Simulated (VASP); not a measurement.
# Si9O17 (a cell with a defect) in VASP: notebook

Si9O17 (a cell with a defect) is run at these levels: PBE; tasks: single point.

All numbers are computed with VASP 6.6.1; they aren't measurements. Logs are shortened: lines on timing, memory, paths and dates and some standing lists are left out, and cuts for length are marked.

### 1 The cell of the first run

The cell holds a defect, 26 atoms: a = 7.452 Å, b = 7.452 Å, c = 7.452 Å, α = 71.35°, β = 71.35°, γ = 71.35°.

### 2 Single point, PBE (atoms taken out, then relaxed in part)

INCAR

```
ALGO = Normal
EDIFF = 1E-6
ENCUT = 520
GGA = PE
GGA_COMPAT = F
ISIF = 2
ISMEAR = 0
LASPH = T
LCHARG = F
LREAL = F
LWAVE = F
NBANDS = 88
NELECT = 136.0
NELM = 120
PREC = Accurate
SIGMA = 0.01
```

KPOINTS

```
Automatic mesh
0
Gamma
  2 2 2
  0.5 0.5 0.5
```

POSCAR

```
Si9O17
1.0
    5.0184321386      0.0000000000     -5.5095000335
   -2.5092160693     -4.3460897192     -5.5095000335
   -2.5092160693      4.3460897192     -5.5095000335
Si O
9 17
Direct
    0.0512097506      0.0598921292      0.5502282865
    0.7282657783      0.7073179717      0.2025852856
    0.4547112266      0.5707679096      0.7931805550
    0.5036834994      0.9745586704      0.4930173770
    0.1429748395      0.6903360736      0.1872078761
    0.8567631527      0.3094623529      0.8547632884
    0.4296877977      0.8250908411      0.9782756154
    0.0980116629      0.6210456224      0.6257583628
    0.7546310716      0.2688621193      0.3011965367
   -0.0043806039      0.8499575227      0.6096219482
    0.6645508308      0.5035693736      0.2778084696
    0.4795655446      0.8202701937      0.7387763453
    0.1460991650      0.5782351318      0.4087552592
    0.7984713003      0.2220490002      0.0895097281
    0.6542981989      0.4120805484      0.7737513134
    0.2876879528      0.0331420958      0.4648764584
    0.9632046895      0.6896836837      0.1145231838
    0.5927020570      0.1534609646      0.4652838290
    0.2123709784      0.9020192128      0.1071502213
    0.9666113288      0.4850229129      0.7941412533
    0.9858007758      0.1364435079      0.7481044062
    0.6545071576      0.8120056204      0.3822642433
    0.3684117702      0.5931030939      0.0305280766
    0.9506780079      0.2090672320      0.3781246967
    0.6157056837      0.8411452805      0.0255957301
    0.3081152009      0.5668311357      0.6841557935
```

Potentials or basis: VASP PAW PBE potentials, release 64 (Si, O).

Run with:

```console
> cat potpaw_PBE.64/Si/POTCAR potpaw_PBE.64/O/POTCAR > POTCAR
> mpirun -np 1 vasp_std > vasp.out
```

OUTCAR:

```text
EDIFF = 1E-6
   ENCUT = 520
   GGA = PE
   ISIF = 2
   ISMEAR = 0
   LASPH = T
   LREAL = F
   NELECT = 136.0
   NELM = 120
   PREC = Accurate

 ion  position               nearest neighbor table
   1  0.051  0.060  0.550-  24 1.62  21 1.62  10 1.63  16 1.64   9 3.05   8 3.06   6 3.10   4 3.14

   2  0.728  0.707  0.203-  11 1.61  22 1.62  17 1.64  25 1.66   7 2.95   5 3.02   9 3.07   4 3.12

   3  0.455  0.571  0.793-  26 1.57  15 1.57  23 1.72  12 1.83   7 2.61   6 3.09
   4  0.504  0.975  0.493-  16 1.59  18 1.60  22 1.61  12 1.81   9 3.04   2 3.12   1 3.14
   5  0.143  0.690  0.187-  13 1.60  17 1.60  19 1.68  23 1.79   7 2.50   2 3.02   8 3.06
   6  0.857  0.309  0.855-  21 1.61  14 1.62  20 1.63  15 1.67   3 3.09   1 3.10   9 3.10   8 3.12

   7  0.430  0.825  0.978-  25 1.58  19 1.62  12 1.71  23 1.82   5 2.50   3 2.61   2 2.95
   8  0.098  0.621  0.626-  20 1.61  10 1.61  26 1.65  13 1.65   1 3.06   5 3.06   6 3.12
   9  0.755  0.269  0.301-  24 1.62  14 1.63  11 1.63  18 1.65   4 3.04   1 3.05   2 3.07   6 3.10

  10  0.996  0.850  0.610-   8 1.61   1 1.63
  11  0.665  0.504  0.278-   2 1.61   9 1.63
  12  0.480  0.820  0.739-   7 1.71   4 1.81   3 1.83
  13  0.146  0.578  0.409-   5 1.60   8 1.65
  14  0.798  0.222  0.090-   6 1.62   9 1.63
  15  0.654  0.412  0.774-   3 1.57   6 1.67
  16  0.288  0.033  0.465-   4 1.59   1 1.64
  17  0.963  0.690  0.115-   5 1.60   2 1.64
  18  0.593  0.153  0.465-   4 1.60   9 1.65
  19  0.212  0.902  0.107-   7 1.62   5 1.68
  20  0.967  0.485  0.794-   8 1.61   6 1.63
  21  0.986  0.136  0.748-   6 1.61   1 1.62
  22  0.655  0.812  0.382-   4 1.61   2 1.62
  23  0.368  0.593  0.031-   3 1.72   5 1.79   7 1.82
  24  0.951  0.209  0.378-   1 1.62   9 1.62
  25  0.616  0.841  0.026-   7 1.58   2 1.66
  26  0.308  0.567  0.684-   3 1.57   8 1.65

  LATTYP: Found a trigonal (rhomboedric) cell.
 ALAT       =     7.4524661521
 COS(alpha) =     0.3198145365

  Lattice vectors:

 A1 = (   5.0184321386,   0.0000000000,  -5.5095000335)
 A2 = (  -2.5092160693,  -4.3460897192,  -5.5095000335)
 A3 = (  -2.5092160693,   4.3460897192,  -5.5095000335)

Analysis of symmetry for initial positions (statically):
=====================================================================
 Subroutine PRICEL returns:
 Original cell was already a primitive cell.

 Routine SETGRP: Setting up the symmetry group for a
 trigonal (rhombohedral) supercell.

 Subroutine GETGRP returns: Found  1 space group operations
 (whereof  1 operations were pure point group operations)
 out of a pool of 12 trial point group operations.

The static configuration has the point symmetry C_1 .

Analysis of symmetry for dynamics (positions and initial velocities):
=====================================================================
 Subroutine PRICEL returns:
 Original cell was already a primitive cell.

 Routine SETGRP: Setting up the symmetry group for a
 trigonal (rhombohedral) supercell.

 Subroutine GETGRP returns: Found  1 space group operations
 (whereof  1 operations were pure point group operations)
 out of a pool of 12 trial point group operations.

The dynamic configuration has the point symmetry C_1 .

 Subroutine INISYM returns: Found  1 space group operations
 (whereof  1 operations are pure point group operations),
 and found     1 'primitive' translations

----------------------------------------------------------------------------------------

                                     Primitive cell

  volume of cell :     360.4958

  direct lattice vectors                    reciprocal lattice vectors
     5.018432139  0.000000000 -5.509500034     0.132843615  0.000000000 -0.060501558
    -2.509216069 -4.346089719 -5.509500034    -0.066421807 -0.115045945 -0.060501558
    -2.509216069  4.346089719 -5.509500034    -0.066421807  0.115045945 -0.060501558

  length of vectors
     7.452466152  7.452466152  7.452466152     0.145972136  0.145972136  0.145972136

  position of ions in fractional coordinates (direct lattice)
     0.051209751  0.059892129  0.550228287
     0.728265778  0.707317972  0.202585286
     0.454711227  0.570767910  0.793180555
     0.503683499  0.974558670  0.493017377
     0.142974839  0.690336074  0.187207876
     0.856763153  0.309462353  0.854763288
[... 18 lines left out ...]
     0.615705684  0.841145281  0.025595730
     0.308115201  0.566831136  0.684155793

  ion indices of the primitive-cell ions
   primitive index   ion index
                 1           1
                 2           2
                 3           3
                 4           4
                 5           5
                 6           6
[... 18 lines left out ...]
                25          25
                26          26

----------------------------------------------------------------------------------------

 KPOINTS: Automatic mesh

Automatic generation of k-mesh.
 Grid dimensions read from file:
 generate k-points for:    2    2    2

 Generating k-lattice:

  Cartesian coordinates                     Fractional coordinates (reciprocal lattice)
     0.066421807  0.000000000 -0.030250779     0.500000000  0.000000000  0.000000000
    -0.033210904 -0.057522973 -0.030250779     0.000000000  0.500000000 -0.000000000
    -0.033210904  0.057522973 -0.030250779     0.000000000 -0.000000000  0.500000000

  Length of vectors
     0.072986068  0.072986068  0.072986068

  Shift w.r.t. Gamma in fractional coordinates (k-lattice)
     0.500000000  0.500000000  0.500000000

 Subroutine IBZKPT returns following result:
 ===========================================

 Found      4 irreducible k-points:

 Following reciprocal coordinates:
            Coordinates               Weight
  0.250000  0.250000  0.250000      2.000000
 -0.250000  0.250000  0.250000      2.000000
  0.250000 -0.250000  0.250000      2.000000
  0.250000  0.250000 -0.250000      2.000000
   k-points           NKPTS =      4   k-points in BZ     NKDIM =      4   number of bands    NBANDS=     88
   number of dos      NEDOS =    301   number of ions     NIONS =     26
   total plane-waves  NPLWV = 175616
   dimension x,y,z NGX =    56 NGY =   56 NGZ =   56
   dimension x,y,z NGXF=   112 NGYF=  112 NGZF=  112
   ions per type =               9  17
   NGX,Y,Z   is equivalent  to a cutoff of  12.49, 12.49, 12.49 a.u.
   NGXF,Y,Z  is equivalent  to a cutoff of  24.98, 24.98, 24.98 a.u.
 SYSTEM =  unknown system
   PREC   = accura    normal or accurate (medium, high low for compatibility)
   ISTART =      0    job   : 0-new  1-cont  2-samecut
   ICHARG =      2    charge: 1-file 2-atom 10-const
   ISPIN  =      1    spin polarized calculation?
   LNONCOLLINEAR =      F non collinear calculations
   LSORBIT =      F    spin-orbit coupling
   LASPH  =      T    aspherical Exc in radial PAW
   ENCUT  =  520.0 eV  38.22 Ry    6.18 a.u.  13.86 13.86 13.86*2*pi/ulx,y,z
   NELM   =    120;   NELMIN=  2; NELMDL= -5     # of ELM steps
   EDIFF  = 0.1E-05   stopping-criterion for ELM
   LREAL  =      F    real-space projection
   EDIFFG = 0.1E-04   stopping-criterion for IOM
   NSW    =      0    number of steps for IOM
   IBRION =     -1    ionic relax: 0-MD 1-quasi-New 2-CG
   NFREE  =      0    steps in history (QN), initial steepest desc. (CG)
   ISIF   =      2    stress and relaxation
   ISYM   =      2    0-nonsym 1-usesym 2-fastsym
   POTIM  = 0.5000    time-step for ionic-motion
   TEBEG  =    0.0;   TEEND  =   0.0 temperature during run
   PSTRESS=    0.0 pullay stress
   NELECT =     136.0000    total number of electrons
   NUPDOWN=      -1.0000    fix difference up-down
   EMIN   =  10.00;   EMAX   =-10.00  energy-range for DOS
   EFERMI =   0.00;   METHOD = LEGACY
   ISMEAR =     0;   SIGMA  =   0.01  broadening in eV -4-tet -1-fermi 0-gaus
   EFERMI_NEDOS =   21; number of points for ismear=-14 and -15
   IALGO  =     38    algorithm
   IMIX   =      4    mixing-type and parameters
     AMIX     =   0.40;   BMIX     =  1.00
     AMIX_MAG =   1.60;   BMIX_MAG =  1.00
  volume/ion in A,a.u.               =      13.87        93.57
  Fermi-wavevector in a.u.,A,eV,Ry     =   1.182917  2.235390 19.038544  1.399293
  Thomas-Fermi vector in A             =   2.319162
   LORBIT       =      0    0 simple, 1 ext, 2 COOP (PROOUT), +10 PAW based schemes
   GGA     = PE    functional components
   LHFCALC =     F    Hartree Fock is set to
   AEXX    =    0.0000 exact exchange contribution
   IVDW    =     0    specifies the selected vdW correction
   LEPSILON=     F    determine dielectric tensor
   LRPA    =     F    only Hartree local field effects (RPA)
 non-spin polarized calculation
 Gauss-broadening in eV      SIGMA  =   0.01
  energy-cutoff  :      520.00
  volume of cell :      360.50
 maximum number of plane-waves:      9710
   NGX = 27   NGY = 27   NGZ = 27

 number of electron     136.0000000 magnetization

 Free energy of the ion-electron system (eV)
  ---------------------------------------------------
  ext. energy  EPLUGINS =         0.00000000
  ---------------------------------------------------
  free energy    TOTEN  =      -208.07213568 eV

  energy without entropy =     -208.07213568  energy(sigma->0) =     -208.07213568

 E-fermi :   0.7396     XC(G=0):  -8.5770

 val. band max:        0.6354763986   @ k =   0.2500   0.2500   0.2500
 cond. band min:       5.4736267083   @ k =   0.2500   0.2500   0.2500
 fundamental gap:      4.8381503097
 Fermi energy:         0.7395979482

 k-point     1 :       0.2500    0.2500    0.2500
  band No.  band energies     occupation
      1     -20.3287      2.00000
      2     -18.9801      2.00000
      3     -18.5514      2.00000
      4     -18.2523      2.00000
      5     -18.0283      2.00000
      6     -17.8549      2.00000
[... 72 lines left out ...]
     79       9.5099      0.00000
     80       9.7322      0.00000

 k-point     2 :      -0.2500    0.2500    0.2500
  band No.  band energies     occupation
      1     -20.3243      2.00000
      2     -19.0280      2.00000
      3     -18.4555      2.00000
      4     -18.3065      2.00000
      5     -17.9765      2.00000
      6     -17.8867      2.00000
[... 72 lines left out ...]
     79       9.4382      0.00000
     80       9.7460      0.00000

 k-point     3 :       0.2500   -0.2500    0.2500
  band No.  band energies     occupation
      1     -20.3273      2.00000
      2     -18.9831      2.00000
      3     -18.5424      2.00000
      4     -18.2381      2.00000
      5     -18.0997      2.00000
      6     -17.8607      2.00000
[... 72 lines left out ...]
     79       9.5121      0.00000
     80       9.5527      0.00000

 k-point     4 :       0.2500    0.2500   -0.2500
  band No.  band energies     occupation
      1     -20.3241      2.00000
      2     -19.0325      2.00000
      3     -18.4582      2.00000
      4     -18.3088      2.00000
      5     -17.9845      2.00000
      6     -17.8247      2.00000
[... 72 lines left out ...]
     79       9.5073      0.00000
     80       9.6318      0.00000
 [bands above 80 left out]

------------------------ aborting loop because EDIFF is reached ----------------------------------------

  FORCE on cell =-STRESS in cart. coord.  units (eV):
  Direction    XX          YY          ZZ          XY          YZ          ZX
  --------------------------------------------------------------------------------------
  -------------------------------------------------------------------------------------
  Total      -14.0879600    -19.4709051    -13.2436002      3.1306006     -0.2710100      0.4792396
  in kB      -62.6121339    -86.5359436    -58.8594846     13.9135535     -1.2044693      2.1299189
  external PRESSURE =     -69.3358541 kB  Pullay stress =       0.0000000 kB

 VOLUME and BASIS-vectors are now :
 -----------------------------------------------------------------------------
  energy-cutoff  :      520.00
  volume of cell :      360.50
      direct lattice vectors                 reciprocal lattice vectors
     5.018432139  0.000000000 -5.509500034     0.132843615  0.000000000 -0.060501558
    -2.509216069 -4.346089719 -5.509500034    -0.066421807 -0.115045945 -0.060501558
    -2.509216069  4.346089719 -5.509500034    -0.066421807  0.115045945 -0.060501558

 POSITION                                       TOTAL-FORCE (eV/Angst)
 -----------------------------------------------------------------------------------
     -1.27393      2.13104     -3.64360         0.004154     -0.014913     -0.010058
      1.37161     -2.19361     -9.02549         0.014780     -0.024990     -0.003915
     -1.14050      0.96663    -10.01991         0.005180      0.010074      0.030967
     -1.15476     -2.09282    -10.86065         0.002651      0.029656     -0.014405
     -1.48444     -2.18664     -5.62255         0.020854      0.031613      0.038365
      1.37831      2.36993    -11.13464        -0.000280      0.023169      0.004313
[... 18 lines left out ...]
      0.91504     -3.54445     -8.16754         0.025194      0.009769     -0.041950
     -1.59274      0.50990     -8.58987        -0.033016     -0.020511      0.026265
 -----------------------------------------------------------------------------------
    total drift:                                0.001291     -0.003553     -0.000922

  FREE ENERGIE OF THE ION-ELECTRON SYSTEM (eV)
  ---------------------------------------------------
  free  energy   TOTEN  =      -208.0721356811 eV

  energy  without entropy=     -208.0721356811  energy(sigma->0) =     -208.07213568
```

Run time: 5.4 min. Hardware: 1 thread of Oxide Virtual Turin-like, shared host; peak memory 0.41 GiB.

Results:

```
Free energy   : -208.0721 eV
Largest force : 0.083 eV/Å
```

Forces on the atoms (eV/Å):
```
Si   0.004 -0.015 -0.010
Si   0.015 -0.025 -0.004
Si   0.005  0.010  0.031
Si   0.003  0.030 -0.014
Si   0.021  0.032  0.038
Si   0.000  0.023  0.004
Si   0.043 -0.048 -0.017
Si   0.040  0.029  0.007
Si  -0.023  0.005  0.007
O   -0.004 -0.013 -0.006
O    0.003  0.000  0.015
O   -0.002 -0.023  0.007
O   -0.018  0.021 -0.025
O   -0.010  0.000 -0.003
O    0.038  0.017 -0.023
O   -0.023  0.013  0.012
O   -0.012 -0.003  0.010
O    0.009 -0.015 -0.019
O   -0.076 -0.028 -0.019
O   -0.001  0.007  0.014
O    0.011 -0.009  0.010
O    0.001 -0.004  0.004
O   -0.010  0.000  0.000
O   -0.006  0.007 -0.002
O    0.025  0.010 -0.042
O   -0.033 -0.021  0.026
```

Caveat: the cell carries a net charge on a neutralising background, which shifts energy and pressure; the cell differs from its parent crystal (atoms taken out, then relaxed in part); the cell is charged against a uniform background, so pressure and absolute levels hang on convention.

### 3 Single point, PBE, collinear spin (atoms taken out, then relaxed in part)

INCAR

```
SYSTEM = Si9O17
  PREC = Accurate
  ENCUT = 520
  EDIFF = 1E-6
  ISMEAR = 0
  SIGMA = 0.01
  LREAL = .FALSE.
  LASPH = .TRUE.
  NELM = 200
  ALGO = Normal
  ISIF = 2
  LWAVE = .FALSE.
  LCHARG = .FALSE.
  ISPIN = 2
  MAGMOM = 0 0 1.5 0 0 0 1.5 0 0 0 0 0 0 0 0 0 0 0 0 0 0 0 0 0 0 0
  LORBIT = 11
  GGA = PE
  NELECT = 137.0
  NBANDS = 92
  GGA_COMPAT = .FALSE.
```

KPOINTS is that of step 2.

POSCAR

```
Si9O17
1.0
    5.0184321386      0.0000000000     -5.5095000335
   -2.5092160693     -4.3460897192     -5.5095000335
   -2.5092160693      4.3460897192     -5.5095000335
Si O
9 17
Direct
    0.0660604073      0.0555076878      0.5446009452
    0.7378193254      0.7414770467      0.2116468752
    0.3926339901      0.3833620356      0.8847041014
    0.5065673036      1.0055570525      0.4966798433
    0.1774874544      0.6553441526      0.1741779992
    0.8381276163      0.3107148112      0.8391656806
    0.4416996643      0.9506508069      0.9551256784
    0.0826771852      0.6073935202      0.6219677588
    0.7643760152      0.2957082387      0.2824229803
    0.0289076948      0.8368332374      0.6147382800
    0.6909540006      0.5303920259      0.2632644125
    0.4851320374      0.9405154776      0.7342472090
    0.1579363445      0.5680270706      0.4051064830
    0.8287264684      0.2460213080      0.0697248252
    0.6242082274      0.3361315941      0.7977777528
    0.2981181585      0.0417053991      0.4502443158
    0.9697390162      0.7243991507      0.1177967915
    0.5793218187      0.2051661246      0.4150274261
    0.2727592798      0.8454866901      0.0980759186
    0.8919622824      0.5220755498      0.7446794953
    0.9969466822      0.1439518719      0.7365638622
    0.6627525139      0.8284579036      0.4044718814
    0.3231170450      0.4803077687      0.0671678551
    0.9508925758      0.1983677479      0.3794808551
    0.6294525144      0.8965383063      0.0403602240
    0.2642876901      0.4812687877      0.7282066808
```

Potentials or basis: VASP PAW PBE potentials, release 64 (Si, O).

Run with:

```console
> cat potpaw_PBE.64/Si/POTCAR potpaw_PBE.64/O/POTCAR > POTCAR
> mpirun -np 1 vasp_std > vasp.out
```

It took 9.2 min on 1 thread of Oxide Virtual Turin-like, shared host; peak memory 0.6 GiB.

The run converged. Its results:

- Free energy: -204.6454 eV
- Largest force: 0.065 eV/Å
- Net moment: 1.00 μB per cell
- Site moments: Si +0.00, +0.09, +0.01, +0.10 (each value once); O +0.00, +0.05, +0.06, -0.00, +0.03, +0.04 (each value once) μB
- Valence electrons inside the program's atomic spheres: Si 1.59, 1.60, 1.58 (each value once); O 5.23, 5.22, 5.24, 5.20, 5.21 (each value once)

Forces in eV/Å, atoms in the order of the input:
```
Si   0.010  0.009  0.002
Si   0.006 -0.031  0.015
Si   0.019  0.033  0.053
Si  -0.020  0.030 -0.020
Si   0.032 -0.004 -0.024
Si  -0.005  0.005  0.028
Si  -0.033 -0.042 -0.028
Si   0.014  0.009 -0.016
Si  -0.007 -0.004 -0.001
O    0.009 -0.015 -0.007
O    0.012  0.002  0.007
O    0.007 -0.029  0.021
O   -0.017 -0.003 -0.006
O   -0.013 -0.005 -0.005
O    0.031  0.004 -0.027
O    0.004  0.006  0.006
O   -0.007  0.008  0.009
O    0.010  0.000 -0.005
O   -0.004  0.027  0.025
O   -0.001 -0.001 -0.005
O    0.010 -0.011  0.007
O   -0.001  0.001  0.000
O   -0.018 -0.006 -0.017
O   -0.010  0.002  0.003
O    0.004  0.037 -0.025
O   -0.033 -0.020  0.012
```

Levels at points of the mesh, in eV from the Fermi level:
Spin up:
| k point | band 65 | band 66 | band 67 | band 68 | band 69 | band 70 | band 71 | band 72 | band 73 | band 74 |
| --- | --- | --- | --- | --- | --- | --- | --- | --- | --- | --- |
| (0.25, 0.25, 0.25) | -1.16 | -1.07 | -0.95 | -0.80 | -0.07 | 4.36 | 5.69 | 6.73 | 6.89 | 7.42 |
Spin down:
| k point | band 65 | band 66 | band 67 | band 68 | band 69 | band 70 | band 71 | band 72 |
| --- | --- | --- | --- | --- | --- | --- | --- | --- |
| (0.25, 0.25, 0.25) | -1.15 | -1.06 | -0.93 | -0.79 | 1.37 | 5.20 | 5.87 | 7.15 |

Caveat: the cell carries a net charge on a neutralising background, which shifts energy and pressure; the cell differs from its parent crystal (atoms taken out, then relaxed in part); the cell is charged against a uniform background, so pressure and absolute levels hang on convention.
